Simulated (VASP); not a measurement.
Wanted: the native input for a VASP 6.6.1 run.

- Task: single point
- Functional: PBEsol
- Potentials or basis: VASP PAW PBE potentials, release 64 (W_sv, C)
- Cutoff: 520 eV
- k mesh: 11 × 11 × 11
- Occupations: fermi-dirac, width 0.1 eV
- Spin: no spin polarisation
- Dipole correction: no
- Further INCAR settings: ALGO = Normal; EDIFF = 1e-06; NBANDS = 16

The structure of WC lies in POSCAR:

```
WC
1.0
    0.0000000000      2.1705302028      2.1705302028
    2.1705302028      0.0000000000      2.1705302028
    2.1705302028      2.1705302028      0.0000000000
W C
1 1
Direct
    0.0000000000      0.0000000000      0.0000000000
    0.5000000000      0.5000000000      0.5000000000
```

These files were run (other wordings do the same):

INCAR

```
SYSTEM = WC
PREC = Accurate
ENCUT = 520
EDIFF = 1E-6
ISMEAR = -1
SIGMA = 0.1
LREAL = .FALSE.
LASPH = .TRUE.
NELM = 100
ALGO = Normal
ISIF = 2
LWAVE = .FALSE.
LCHARG = .TRUE.
GGA = PS
LELF = .TRUE.
LVHAR = .TRUE.
NBANDS = 16
```

KPOINTS

```
regular mesh
0
G
  11 11 11
  0 0 0
```

Potentials or basis: VASP PAW PBE potentials, release 64 (W_sv, C).

The run is started by

```console
$ cat potpaw_PBE.64/W_sv/POTCAR potpaw_PBE.64/C/POTCAR > POTCAR
$ mpirun -np 1 vasp_std > vasp.out
```

It gave:

| Quantity | Value |
| --- | --- |
| Pressure | 2.6 GPa |
| Band gap on the k mesh | zero (band 9 reaches 13.72 eV, above the bottom of band 10 at 10.50 eV) |

Caveat: the PAW data sets were made with another functional, which shifts forces and pressure a little; spin-orbit coupling is left out, which moves the levels of the heavy elements.

Wall time 19 s on 1 thread of AMD EPYC 7R43 64-Core Processor (Zen 3), with other jobs on the host, peak memory 0.12 GiB.
